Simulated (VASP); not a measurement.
Set up this calculation in VASP 6.6.1, as the native input.

```yaml
Task: single point
Functional: PBE
Potentials_or_basis: VASP PAW PBE potentials, release 64 (Ru_pv, Ir)
Cutoff: 500 eV
k_mesh: 6 × 6 × 2
Occupations: gaussian, width 0.1 eV
Spin: collinear spin, ferromagnetic start
Starting_moments: "[1.0, 1.0, 1.0, 1.0, 1.0, 1.0] μB"
Dipole_correction: no
Further_INCAR_settings: ALGO = Normal; EDIFF = 1e-06; NBANDS = 52
```

The structure of IrRu5 lies in POSCAR:

```
IrRu5
1.0
    2.7116136412      0.0000000000      0.0000000000
    0.0000000000      2.7116136412      0.0000000000
    0.0000000000      0.0000000000     11.4054499623
Ru Ir
5 1
Direct
    0.0000000000      0.0000000000      0.8332559874
    0.5000000000      0.5000000000      0.0000000000
    0.0000000000      0.0000000000      0.1667440126
    0.5000000000      0.5000000000      0.3309612478
    0.5000000000      0.5000000000      0.6690387522
    0.0000000000      0.0000000000      0.5000000000
```

One way to write it, as run:

INCAR

```
SYSTEM = IrRu5
ALGO = Normal
EDIFF = 1E-6
ENCUT = 500
GGA = PE
GGA_COMPAT = .FALSE.
ISIF = 2
ISMEAR = 0
ISPIN = 2
LASPH = .TRUE.
LCHARG = .FALSE.
LMAXMIX = 4
LORBIT = 11
LREAL = .FALSE.
LWAVE = .FALSE.
MAGMOM = 1 1 1 1 1 1
NBANDS = 52
NELM = 200
PREC = Accurate
SIGMA = 0.1
```

KPOINTS

```
k-points
0
G
  6 6 2
  0 0 0
```

Potentials or basis: VASP PAW PBE potentials, release 64 (Ru_pv, Ir).

The run is started by

```console
$ cat potpaw_PBE.64/Ru_pv/POTCAR potpaw_PBE.64/Ir/POTCAR > POTCAR
$ mpirun -np 1 vasp_std > vasp.out
```

Results of the run:

The pressure is -0.2 GPa, the largest force is 0.017 eV/Å and the net moment is 0.00 μB per cell. The valence electrons inside the program's atomic spheres are Ru 12.62, 12.61 (each value once); Ir 8.36.

Caveat: the k points lie up to 0.39 Å⁻¹ apart.

It took 4.9 min on 1 thread of AMD EPYC 9755 128-Core Processor (shared host), peak memory 0.25 GiB.
